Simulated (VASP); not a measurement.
Input of a VASP 6.6.1 run:

Contents of INCAR:

```
  ALGO = Normal
  EDIFF = 1E-6
  ENCUT = 520
  GGA = PE
  ISIF = 2
  ISMEAR = 0
  LASPH = True
  LCHARG = False
  LREAL = False
  LWAVE = False
  NBANDS = 47
  NELM = 80
  PREC = Accurate
  SIGMA = 0.1
```

The input KPOINTS:

```
k-points
0
Gamma
  4 4 4
```

Contents of POSCAR:

```
TeMo5
1.0
    0.0000000000      3.9253608700      3.9253608700
    3.9253608700      0.0000000000      3.9253608700
    3.9253608700      3.9253608700      0.0000000000
Te Mo
1 5
Direct
    0.0000000000      0.0000000000      0.0000000000
    0.3750000000      0.3750000000      0.8750000000
    0.3750000000      0.8750000000      0.3750000000
    0.8750000000      0.3750000000      0.3750000000
    0.3750000000      0.3750000000      0.3750000000
    0.7500000000      0.7500000000      0.7500000000
```

Potentials or basis: VASP PAW PBE potentials, release 64 (Te, Mo_sv).

Launch:

```bash
$ cat potpaw_PBE.64/Te/POTCAR potpaw_PBE.64/Mo_sv/POTCAR > POTCAR
$ mpirun -np 1 vasp_std > vasp.out
```

Estimate the band gap on the k mesh.

zero (band 38 reaches 10.44 eV, above the bottom of band 39 at 9.60 eV).

Predict the pressure.

-20.9 GPa.

Caveat: spin-orbit coupling is left out, which moves the levels of the heavy elements.
